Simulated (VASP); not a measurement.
Set up this calculation in VASP 6.6.1, as the native input.

| Property | Result |
| --- | --- |
| Task | single point |
| Functional | PBE |
| Potentials or basis | VASP PAW PBE potentials, release 64 (B, N) |
| Cutoff | 520 eV |
| k mesh | 6 × 6 × 10 |
| Occupations | gaussian, width 0.05 eV |
| Spin | no spin polarisation |
| Dipole correction | no |
| Further INCAR settings | ALGO = Normal; EDIFF = 1e-06; NBANDS = 26 |

The structure of BN lies in POSCAR:

```
BN
1.0
    4.3895000000      0.0000000000      0.0000000000
    0.0000000000      4.3895000000      0.0000000000
    0.0000000000      0.0000000000      2.3198000000
B N
4 4
Direct
    0.1742811368      0.8257188632      0.5000000000
    0.3257188632      0.3257188632      0.0000000000
    0.6742811368      0.6742811368      0.0000000000
    0.8257188632      0.1742811368      0.5000000000
    0.8126115048      0.8126115048      0.5000000000
    0.3126115048      0.6873884952      0.0000000000
    0.6873884952      0.3126115048      0.0000000000
    0.1873884952      0.1873884952      0.5000000000
```

The input as run:

INCAR

```
SYSTEM = BN
  ALGO = Normal
  EDIFF = 1E-6
  ENCUT = 520
  GGA = PE
  ISIF = 2
  ISMEAR = 0
  LASPH = .True.
  LCHARG = .True.
  LELF = .True.
  LREAL = .False.
  LVHAR = .True.
  LWAVE = .False.
  NBANDS = 26
  NELM = 80
  PREC = Accurate
  SIGMA = 0.05
```

KPOINTS

```
k-points
0
Gamma
  6 6 10
  0 0 0
```

Potentials or basis: VASP PAW PBE potentials, release 64 (B, N).

Run with:

```bash
$ cat potpaw_PBE.64/B/POTCAR potpaw_PBE.64/N/POTCAR > POTCAR
$ mpirun -np 1 vasp_std > vasp.out
```

It gave:

The pressure is 54.3 GPa, the largest force is 1.058 eV/Å and the band gap on the k mesh is 4.52 eV, indirect (least direct gap 6.01 eV).

Caveat: forces of over 1 eV/Å act on the atoms, so gaps and moduli don't describe the material at rest.

It took 25 s on 1 thread of Intel(R) Xeon(R) 6975P-C (Granite Rapids), on a shared host, peak memory 0.18 GiB.
